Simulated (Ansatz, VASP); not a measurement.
## One calculation of Ti2W, two programs

```
Ti W
1.0
     0.00000    2.21104    6.63312
     1.56344    0.00000    6.63312
     1.56344    2.21104    0.00000
Ti W
2 1
Direct
  0.66667 0.66667 0.33333
  0.33333 0.33333 0.66667
  0.00000 0.00000 0.00000
```

Alike in both runs: task single point; functional PBE; k mesh 6 × 6 × 6; occupations gaussian, width 0.1 eV; no spin polarisation.

|  | VASP | Ansatz |
| --- | --- | --- |
| version | VASP 6.6.1 | Ansatz 0.2.0 |
| potentials or method | VASP PAW PBE potentials, release 64 (Ti_sv, W_sv), cutoff 520 eV | scalar-relativistic, plane waves, PAW |
| valence electrons in the cell | 38 | 38 |

Ansatz gave:

| Quantity | Value |
| --- | --- |
| gap on the k mesh at the Fermi level (eV) | none |
| pressure (GPa) | 14.4 |
| traceless stress, the component that is largest in VASP (GPa) | -2.36 |
| rms of the force components (eV/Å) | 0.161 |

Q: What did VASP give for the same quantities?

A: gap on the k mesh at the Fermi level (eV): none; pressure (GPa): 14.3; traceless stress, the component that is largest in VASP (GPa): -2.34; rms of the force components (eV/Å): 0.151.

Atom by atom the forces differ by 0.010 eV/Å (rms over components). A gap of «none» marks a metal or a gap that the smearing closes. The functional is the same, so the differences come from potentials, cutoffs and numerics.

The k mesh is coarse, so the values compare programs but aren't converged. Spin-orbit coupling is off throughout.
